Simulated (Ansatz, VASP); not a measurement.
**Two plane-wave programs on HgTe**

The input INCAR:

```
ALGO = Normal
EDIFF = 1E-6
ENCUT = 520
GGA = PE
ISIF = 2
ISMEAR = 0
LASPH = T
LCHARG = T
LELF = T
LREAL = F
LVHAR = T
LWAVE = F
NBANDS = 16
NELM = 80
PREC = Accurate
SIGMA = 0.15
```

KPOINTS

```
k-points
0
Gamma
  14 14 14
```

The input POSCAR:

```
HgTe
1.0
    0.0000000000      3.5018387191      2.7314342009
    3.5018387191      0.0000000000      2.7314342009
    3.5018387191      3.5018387191      0.0000000000
Hg Te
1 1
Direct
    0.0000000000      0.0000000000      0.0000000000
    0.7500000000      0.7500000000      0.7500000000
```

Input for Ansatz:

```yaml
crystal:
  lattice:
    - [0.0, 3.5018387191, 2.7314342009]
    - [3.5018387191, 0.0, 2.7314342009]
    - [3.5018387191, 3.5018387191, 0.0]
  atoms:
    - { symbol: Hg, position: [0.0, 0.0, 0.0] }
    - { symbol: Te, position: [0.75, 0.75, 0.75] }
basis:
  ecutwfc: 420
kpoints:
  mp_grid: { grid: [14, 14, 14] }
hamiltonian:
  xc: pbe
scf:
  occupations: { method: gaussian, width: 0.15 }
output:
  forces: true
  stress: true
  eigenvalues: true
```

Alike in both runs: task single point; functional PBE; k mesh 14 × 14 × 14; occupations gaussian, width 0.15 eV; no spin polarisation.

|  | VASP | Ansatz |
| --- | --- | --- |
| version | VASP 6.6.1 | Ansatz 0.2.0 |
| potentials or method | VASP PAW PBE potentials, release 64 (Hg, Te), cutoff 520 eV | scalar-relativistic, plane waves, PAW |
| valence electrons in the cell | 18 | 36 |

Ansatz gave:

| Quantity | Value |
| --- | --- |
| gap on the k mesh at the Fermi level (eV) | 0.09 |
| least direct gap on the mesh (eV) | 0.20 |
| pressure (GPa) | 2.9 |
| traceless stress, the component that is largest in VASP (GPa) | 1.08 |

Problem. Estimate VASP's values.

Solution. gap on the k mesh at the Fermi level (eV): 0.09; least direct gap on the mesh (eV): 0.20; pressure (GPa): 3.0; traceless stress, the component that is largest in VASP (GPa): 1.07.

VASP's potentials hold 18 valence electrons a cell and Ansatz's 36, so a difference there can come from the potentials and not from the codes.

Neither program's run includes spin-orbit coupling.
